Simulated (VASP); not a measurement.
YIn, 2 atoms in the cell. The structure is tetragonal, space group P4/mmm (No. 123). Conventional cell: a = 3.556 Å, b = 3.556 Å, c = 3.812 Å, α = 90.00°, β = 90.00°, γ = 90.00°. Within 4.2 Å of Y (site symmetry 4/mmm) lie 8 In at 3.16 Å and 6 Y at 3.56 to 3.81 Å. Within 4.2 Å of In (site symmetry 4/mmm) lie 8 Y at 3.16 Å and 6 In at 3.56 to 3.81 Å. 

| Property | Result |
| --- | --- |
| Program | VASP 6.6.1 |
| Task | single point |
| Functional | PBEsol |
| Potentials or basis | VASP PAW PBE potentials, release 64 (Y_sv, In_d) |
| Cutoff | 520 eV |
| k mesh | 14 × 14 × 14 |
| Occupations | gaussian, width 0.15 eV |
| Spin | no spin polarisation |
| Dipole correction | no |
| Further INCAR settings | ALGO = Fast; EDIFF = 1e-06; NBANDS = 19 |

Potentials or basis: VASP PAW PBE potentials, release 64 (Y_sv, In_d).

The run is started by

```console
$ cat potpaw_PBE.64/Y_sv/POTCAR potpaw_PBE.64/In_d/POTCAR > POTCAR
$ mpirun -np 1 vasp_std > vasp.out
```

Hardware: 1 thread of Intel(R) Xeon(R) 6975P-C (Granite Rapids) (shared host).

Question: How long does it take, and how much memory?

Answer: Run time: 3.4 min on 1 thread of Intel(R) Xeon(R) 6975P-C (Granite Rapids), with other jobs on the host, peak memory 0.41 GiB. Counts: scf iterations 22, k points 288.
